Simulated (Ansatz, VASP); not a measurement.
# GaAs in VASP and in Ansatz

```
CELL_PARAMETERS angstrom
4.00100 0.00000 0.00000
0.00000 5.65828 0.00000
0.00000 0.00000 27.00301
ATOMIC_POSITIONS crystal
Ga 0.50000 0.50000 0.27775
Ga 0.00000 0.00000 0.35183
Ga 0.50000 0.50000 0.42592
Ga 0.00000 0.00000 0.50000
Ga 0.50000 0.50000 0.57408
Ga 0.00000 0.00000 0.64817
Ga 0.50000 0.50000 0.72225
As 0.00000 0.75000 0.27775
As 0.50000 0.25000 0.35183
As 0.00000 0.75000 0.42592
As 0.50000 0.25000 0.50000
As 0.00000 0.75000 0.57408
As 0.50000 0.25000 0.64817
As 0.00000 0.75000 0.72225
```

Alike in both runs: task single point; functional PBEsol; k mesh 9 × 6 × 1; occupations gaussian, width 0.05 eV; no spin polarisation.

|  | VASP | Ansatz |
| --- | --- | --- |
| version | VASP 6.6.1 | Ansatz 0.2.0 |
| potentials or method | VASP PAW PBE potentials, release 64 (Ga_d, As), cutoff 520 eV | scalar-relativistic, plane waves, PAW |
| valence electrons in the cell | 126 | 196 |

|  | VASP | Ansatz | Ansatz less VASP |
| --- | --- | --- | --- |
| gap on the k mesh at the Fermi level (eV) | 0.14 | 0.15 | +0.010 |
| least direct gap on the mesh (eV) | 0.30 | 0.32 | +0.013 |
| rms of the force components (eV/Å) | 0.511 | 0.513 | +0.0012 |

VASP's potentials were made for PBE, not for PBEsol. The functional is the same, so the differences come from potentials, cutoffs and numerics. VASP's potentials hold 126 valence electrons a cell and Ansatz's 196, so a difference there can come from the potentials and not from the codes. Ansatz's warnings: xc potential rough in thin density.
